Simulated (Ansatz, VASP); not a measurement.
## Al3BP4 in VASP and in Ansatz

```
Al B P
1.0
     5.33481    0.01389   -0.03485
     0.01389    5.23219   -0.04000
    -2.70895   -2.66275    5.14496
Al B P
3 1 4
Direct
  0.25040 0.73727 0.49203
  0.51090 0.50074 0.02224
  0.74481 0.26696 0.49203
  0.00608 0.99496 0.00289
  0.09806 0.09599 0.76872
  0.33361 0.88726 0.23619
  0.65770 0.68816 0.76730
  0.89843 0.32866 0.21859
```

Change from the starting cell: cell x1, atoms moved at random (sigma 0.05 Å) and cell strained at random (1.5 %), then relaxed without symmetry.

Alike in both runs: task relaxation of cell and atoms; functional PBE; k mesh 4 × 4 × 4; occupations gaussian, width 0.1 eV; no spin polarisation.

```csv
,VASP,Ansatz
version,VASP 6.6.1,Ansatz 0.2.0
potentials or method,"VASP PAW PBE potentials, release 64 (Al, B, P), cutoff 600 eV","scalar-relativistic, plane waves, PAW"
valence electrons in the cell,32,32
```

```tsv
	VASP	Ansatz	Ansatz less VASP
gap on the k mesh at the Fermi level, each at its own relaxed structure (eV)	1.13	1.14	+0.003
relaxed volume (Å³/atom)	18.26	18.27	+0.013
relaxed length of the cell vector where the two differ most in proportion (Å)	5.279	5.283	+0.0034
```
